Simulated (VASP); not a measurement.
# CuI (Marshite) (F-43m) in VASP: notebook

Aim: see how the results for CuI (Marshite) move with the level of theory and the settings. Levels: RPBE, revPBE+D3(BJ). Tasks: single point, relaxation of cell and atoms.

Everything below comes from runs of VASP 6.6.1. Logs are shortened: lines on timing, memory, paths and dates and some standing lists are left out, and cuts for length are marked.

**1. The cell of the first run**

Symmetry: F-43m, No. 216, cubic system. Conventional cell: a = 6.063 Å, b = 6.063 Å, c = 6.063 Å, α = 90.00°, β = 90.00°, γ = 90.00°. I (site symmetry -43m) has 4 Cu at 2.63 Å within 3.5 Å. Within 3.5 Å of Cu (site symmetry -43m) lie 4 I at 2.63 Å.

**2. Single point, RPBE**

INCAR reads:

```
SYSTEM = CuI
PREC = Accurate ; ENCUT = 520
EDIFF = 1E-6 ; ISMEAR = 0
SIGMA = 0.1 ; LREAL = .FALSE.
LASPH = .TRUE. ; NELM = 80
ALGO = Normal ; ISIF = 2
LWAVE = .FALSE. ; LCHARG = .FALSE.
GGA = RP ; NBANDS = 16
```

KPOINTS reads:

```
regular mesh
0
G
  8 8 8
  0 0 0
```

POSCAR reads:

```
CuI
1.0
    0.0000000000      3.0315000000      3.0315000000
    3.0315000000      0.0000000000      3.0315000000
    3.0315000000      3.0315000000      0.0000000000
I Cu
1 1
Direct
    0.0000000000      0.0000000000      0.0000000000
    0.7500000000      0.7500000000      0.7500000000
```

Potentials or basis: VASP PAW PBE potentials, release 64 (I, Cu).

On the command line:

```sh
$ cat potpaw_PBE.64/I/POTCAR potpaw_PBE.64/Cu/POTCAR > POTCAR
$ mpirun -np 1 vasp_std > vasp.out
```

OUTCAR:

```text
SYSTEM = CuI
   PREC = Accurate
   ENCUT = 520
   EDIFF = 1E-6
   ISMEAR = 0
   LREAL = .FALSE.
   LASPH = .TRUE.
   NELM = 80
   ISIF = 2
   GGA = RP

 ion  position               nearest neighbor table
   1  0.000  0.000  0.000-   2 2.63   2 2.63   2 2.63   2 2.63
   2  0.750  0.750  0.750-   1 2.63   1 2.63   1 2.63   1 2.63

  LATTYP: Found a face centered cubic cell.
 ALAT       =     6.0630000000

  Lattice vectors:

 A1 = (   0.0000000000,   3.0315000000,   3.0315000000)
 A2 = (   3.0315000000,   0.0000000000,   3.0315000000)
 A3 = (   3.0315000000,   3.0315000000,   0.0000000000)

Analysis of symmetry for initial positions (statically):
=====================================================================
 Subroutine PRICEL returns:
 Original cell was already a primitive cell.

 Routine SETGRP: Setting up the symmetry group for a
 face centered cubic supercell.

 Subroutine GETGRP returns: Found 24 space group operations
 (whereof 24 operations were pure point group operations)
 out of a pool of 48 trial point group operations.

The static configuration has the point symmetry T_d .

Analysis of symmetry for dynamics (positions and initial velocities):
=====================================================================
 Subroutine PRICEL returns:
 Original cell was already a primitive cell.

 Routine SETGRP: Setting up the symmetry group for a
 face centered cubic supercell.

 Subroutine GETGRP returns: Found 24 space group operations
 (whereof 24 operations were pure point group operations)
 out of a pool of 48 trial point group operations.

The dynamic configuration has the point symmetry T_d .

 Subroutine INISYM returns: Found 24 space group operations
 (whereof 24 operations are pure point group operations),
 and found     1 'primitive' translations

----------------------------------------------------------------------------------------

                                     Primitive cell

  volume of cell :      55.7189

  direct lattice vectors                    reciprocal lattice vectors
     0.000000000  3.031500000  3.031500000    -0.164934851  0.164934851  0.164934851
     3.031500000  0.000000000  3.031500000     0.164934851 -0.164934851  0.164934851
     3.031500000  3.031500000  0.000000000     0.164934851  0.164934851 -0.164934851
[... 74 lines left out ...]
 SYSTEM =  CuI
   PREC   = accura    normal or accurate (medium, high low for compatibility)
   ISTART =      0    job   : 0-new  1-cont  2-samecut
   ICHARG =      2    charge: 1-file 2-atom 10-const
   ISPIN  =      1    spin polarized calculation?
   LNONCOLLINEAR =      F non collinear calculations
   LSORBIT =      F    spin-orbit coupling
   LASPH  =      T    aspherical Exc in radial PAW
   ENCUT  =  520.0 eV  38.22 Ry    6.18 a.u.   7.97  7.97  7.97*2*pi/ulx,y,z
   NELM   =     80;   NELMIN=  2; NELMDL= -5     # of ELM steps
   EDIFF  = 0.1E-05   stopping-criterion for ELM
   LREAL  =      F    real-space projection
   EDIFFG = 0.1E-04   stopping-criterion for IOM
   NSW    =      0    number of steps for IOM
   IBRION =     -1    ionic relax: 0-MD 1-quasi-New 2-CG
   NFREE  =      0    steps in history (QN), initial steepest desc. (CG)
   ISIF   =      2    stress and relaxation
   ISYM   =      2    0-nonsym 1-usesym 2-fastsym
   POTIM  = 0.5000    time-step for ionic-motion
   TEBEG  =    0.0;   TEEND  =   0.0 temperature during run
   PSTRESS=    0.0 pullay stress
   NELECT =      18.0000    total number of electrons
   NUPDOWN=      -1.0000    fix difference up-down
   EMIN   =  10.00;   EMAX   =-10.00  energy-range for DOS
   EFERMI =   0.00;   METHOD = LEGACY
   ISMEAR =     0;   SIGMA  =   0.10  broadening in eV -4-tet -1-fermi 0-gaus
   EFERMI_NEDOS =   21; number of points for ismear=-14 and -15
   IALGO  =     38    algorithm
   IMIX   =      4    mixing-type and parameters
     AMIX     =   0.40;   BMIX     =  1.00
     AMIX_MAG =   1.60;   BMIX_MAG =  1.00
  volume/ion in A,a.u.               =      27.86       188.00
  Fermi-wavevector in a.u.,A,eV,Ry     =   1.123306  2.122741 17.168055  1.261816
  Thomas-Fermi vector in A             =   2.259971
   LORBIT       =      0    0 simple, 1 ext, 2 COOP (PROOUT), +10 PAW based schemes
   GGA     = RP    functional components
   LHFCALC =     F    Hartree Fock is set to
   AEXX    =    0.0000 exact exchange contribution
   IVDW    =     0    specifies the selected vdW correction
   LEPSILON=     F    determine dielectric tensor
   LRPA    =     F    only Hartree local field effects (RPA)
 non-spin polarized calculation
 Gauss-broadening in eV      SIGMA  =   0.10
  energy-cutoff  :      520.00
  volume of cell :       55.72
 maximum number of plane-waves:      1524
   NGX = 15   NGY = 15   NGZ = 15

 number of electron      18.0000014 magnetization

 Free energy of the ion-electron system (eV)
  ---------------------------------------------------
  ext. energy  EPLUGINS =         0.00000000
  ---------------------------------------------------
  free energy    TOTEN  =        -4.83690412 eV

  energy without entropy =       -4.83690412  energy(sigma->0) =       -4.83690412

 E-fermi :   4.9944     XC(G=0):  -8.7213

 val. band max:        4.5752489066   @ k =   0.0000   0.0000   0.0000
 cond. band min:       5.8520496839   @ k =   0.0000   0.0000   0.0000
 fundamental gap:      1.2768007773
 Fermi energy:         4.9944321097

 k-point     1 :       0.0000    0.0000    0.0000
  band No.  band energies     occupation
      1      -9.4339      2.00000
      2       0.9283      2.00000
      3       0.9283      2.00000
      4       0.9283      2.00000
      5       2.7532      2.00000
      6       2.7532      2.00000
[... 433 lines left out ...]
      3       0.3915      2.00000
      4       0.8957      2.00000
      5       2.6924      2.00000
      6       2.7656      2.00000
[... 8 lines left out ...]
     15      15.4272      0.00000
     16      15.9350      0.00000

 [... further k-points ...]
[... 5 lines left out ...]
  --------------------------------------------------------------------------------------
  -------------------------------------------------------------------------------------
  Total        0.8369392      0.8369392      0.8369392     -0.0000000      0.0000000     -0.0000000
  in kB       24.0658826     24.0658826     24.0658826     -0.0000000      0.0000000     -0.0000000
  external PRESSURE =      24.0658826 kB  Pullay stress =       0.0000000 kB

 VOLUME and BASIS-vectors are now :
 -----------------------------------------------------------------------------
  energy-cutoff  :      520.00
  volume of cell :       55.72
      direct lattice vectors                 reciprocal lattice vectors
     0.000000000  3.031500000  3.031500000    -0.164934851  0.164934851  0.164934851
     3.031500000  0.000000000  3.031500000     0.164934851 -0.164934851  0.164934851
     3.031500000  3.031500000  0.000000000     0.164934851  0.164934851 -0.164934851

 POSITION                                       TOTAL-FORCE (eV/Angst)
 -----------------------------------------------------------------------------------
      0.00000      0.00000      0.00000         0.000000      0.000000      0.000000
      4.54725      4.54725      4.54725        -0.000000     -0.000000     -0.000000
 -----------------------------------------------------------------------------------
    total drift:                               -0.000001     -0.000001     -0.000001

  FREE ENERGIE OF THE ION-ELECTRON SYSTEM (eV)
  ---------------------------------------------------
  free  energy   TOTEN  =        -4.8369041250 eV

  energy  without entropy=       -4.8369041250  energy(sigma->0) =       -4.83690412
```

OSZICAR:

```text
N       E                     dE             d eps       ncg     rms          rms(c)
DAV:   1     0.957825235336E+02    0.95783E+02   -0.74715E+03   928   0.119E+03
DAV:   2     0.109480651134E+01   -0.94688E+02   -0.85550E+02  1008   0.228E+02
DAV:   3    -0.483685637181E+01   -0.59317E+01   -0.58440E+01  1256   0.609E+01
DAV:   4    -0.499785326862E+01   -0.16100E+00   -0.16094E+00  1072   0.958E+00
DAV:   5    -0.500694775190E+01   -0.90945E-02   -0.90942E-02  1488   0.253E+00    0.507E+00
DAV:   6    -0.494181911064E+01    0.65129E-01   -0.20790E+00   968   0.390E+01    0.325E+00
DAV:   7    -0.483397286461E+01    0.10785E+00   -0.52245E-01  1008   0.231E+01    0.177E+00
DAV:   8    -0.483745330731E+01   -0.34804E-02   -0.27793E-02  1432   0.170E+00    0.372E-01
DAV:   9    -0.483639633789E+01    0.10570E-02   -0.68753E-03  1208   0.243E+00    0.860E-02
DAV:  10    -0.483684701249E+01   -0.45067E-03   -0.85041E-04  1088   0.228E-01    0.241E-02
DAV:  11    -0.483689405749E+01   -0.47045E-04   -0.79000E-05  1256   0.152E-01    0.175E-02
DAV:  12    -0.483690272387E+01   -0.86664E-05   -0.30582E-05  1080   0.738E-02    0.818E-03
DAV:  13    -0.483690399875E+01   -0.12749E-05   -0.77354E-07  1008   0.118E-02    0.670E-04
DAV:  14    -0.483690412500E+01   -0.12625E-06   -0.34779E-07   872   0.785E-03
   1 F= -.48369041E+01 E0= -.48369041E+01  d E =-.772858E-11
```

It took 32 s on 1 thread of Intel Xeon Platinum 8259CL at 2.50GHz (Skylake/Cascade Lake), shared host; peak memory 0.18 GiB.

What came out:

```yaml
Free_energy: -4.8369 eV
Pressure: 2.4 GPa
Band_gap_on_the_k_mesh: 1.28 eV, direct
```

Levels at points of the mesh, in eV from the valence-band top:
| k point | band 6 | band 7 | band 8 | band 9 | band 10 | band 11 | band 12 | band 13 |
| --- | --- | --- | --- | --- | --- | --- | --- | --- |
| (0.00, 0.00, 0.00) | -1.82 | 0.00 | 0.00 | 0.00 | 1.28 | 4.89 | 4.89 | 4.89 |
| (0.50, 0.00, 0.00) | -1.79 | -1.75 | -0.70 | -0.70 | 2.24 | 5.44 | 5.44 | 7.59 |
| (0.50, 0.50, 0.00) | -1.76 | -1.73 | -1.47 | -1.47 | 2.83 | 2.97 | 9.34 | 9.80 |

Caveat: the PAW data sets were made with another functional, which shifts forces and pressure a little; spin-orbit coupling is left out, which moves the levels of the heavy elements.

**3. Relaxation of cell and atoms, revPBE+D3(BJ)**

INCAR reads:

```
PREC = Accurate
ENCUT = 600
EDIFF = 1E-6
ISMEAR = -1
SIGMA = 0.05
LREAL = False
LASPH = True
NELM = 80
ALGO = Normal
ISIF = 3
LWAVE = False
LCHARG = False
GGA = RE
IVDW = 12
IBRION = 2
NSW = 80
EDIFFG = -0.02
```

KPOINTS reads:

```
Automatic mesh
0
Gamma
  8 8 8
```

POSCAR is that of step 2.

Potentials or basis: VASP PAW PBE potentials, release 64 (I, Cu).

On the command line:

```sh
$ cat potpaw_PBE.64/I/POTCAR potpaw_PBE.64/Cu/POTCAR > POTCAR
$ mpirun -np 1 vasp_std > vasp.out
```

Wall time 1.7 min (1 thread of Intel Xeon Platinum 8259CL at 2.50GHz (Skylake/Cascade Lake), shared host); peak memory 0.23 GiB.

Results (log left out):

| Quantity | Value |
| --- | --- |
| Free energy | -6.2772 eV |
| Relaxed volume | 26.18 Å³/atom |
| Relaxed cell | a = 4.199 Å, b = 4.199 Å, c = 4.199 Å, α = 60.00°, β = 60.00°, γ = 60.00° |
| Space group after relaxing (to 0.05 Å) | F-43m (No. 216) |
| Energy gained by relaxing | 14.3 meV/atom |
| Ionic steps | 3 |
| Pressure after relaxing | 0.0 GPa |
| Band gap on the k mesh | 1.41 eV, direct |
| Dispersion energy per atom | -0.705 eV |

Step by step:
```csv
step,energy change (eV),largest force (eV/Å),pressure (GPa),volume (Å³)
1,0.0000,0.0000,-2.58,55.72
2,-0.0286,0.0000,0.18,52.18
3,-0.0287,0.0000,-0.01,52.37
```

Final structure:
```
CELL_PARAMETERS angstrom
0.00000 2.96949 2.96949
2.96949 0.00000 2.96949
2.96949 2.96949 0.00000
ATOMIC_POSITIONS crystal
I 0.00000 0.00000 0.00000
Cu 0.75000 0.75000 0.75000
```

Levels at points of the mesh, in eV from the valence-band top:
```tsv
k point	band 5	band 6	band 7	band 8	band 9	band 10	band 11	band 12	band 13
(0.00, 0.00, 0.00)	-2.10	-2.10	0.00	0.00	0.00	1.41	4.82	4.82	4.82
(0.50, 0.00, 0.00)	-2.07	-2.07	-2.02	-0.81	-0.81	2.27	5.38	5.38	7.62
(0.50, 0.50, 0.00)	-2.13	-2.03	-2.00	-1.71	-1.71	2.66	2.92	9.74	10.11
```

Caveat: the PAW data sets were made with another functional, which shifts forces and pressure a little; spin-orbit coupling is left out, which moves the levels of the heavy elements.
